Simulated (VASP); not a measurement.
Runs of VASP 6.6.1 on Sb. The structure is that of space group R-3m (No. 166), or close to it. The cells are those of the table. 

| task | potentials or basis | cell | cutoff (eV) | gap on the mesh (eV) | pressure (GPa) | largest force (eV/Å) |
| --- | --- | --- | --- | --- | --- | --- |
| single point | VASP PAW LDA potentials, release 64 (Sb) | a = 4.465 Å, angles 56.3°, 2 atoms | 520 | none | 2.2 | 0.34 |
| electric field gradients | VASP PAW LDA potentials, release 64 (Sb) | a = 4.479 Å, angles 56.8°, 2 atoms | 520 | none | 0.8 | 0.23 |
| electric field gradients | VASP PAW LDA potentials, release 64 (Sb) | a = 4.478 Å, angles 57.2°, 2 atoms | 520 | none | (a) | 0.19 |
| electric field gradients | VASP PAW LDA potentials, release 64 (Sb_d_GW) | a = 4.432 Å, angles 57.2°, 2 atoms | 400 | none | (b) | 0.30 |
| electric field gradients | VASP PAW LDA potentials, release 64 (Sb) | a = 4.508 Å, angles 57.2°, 2 atoms | 520 | none | -1.1 | 0.09 |

Alike in all rows: level LDA; no spin polarisation; k mesh 12 × 12 × 12; smearing fermi-dirac 0.03 eV.

Fill in the values left out.

(a) 0.0; (b) 1.5.

Caveats: spin-orbit coupling is left out, which moves the levels of the heavy elements.

A k mesh can miss the band edges, and the runs leave out spin-orbit coupling on Sb.

A gap of «none» marks levels without a gap at the run's occupations.

The runs don't all hold the same shells in valence.
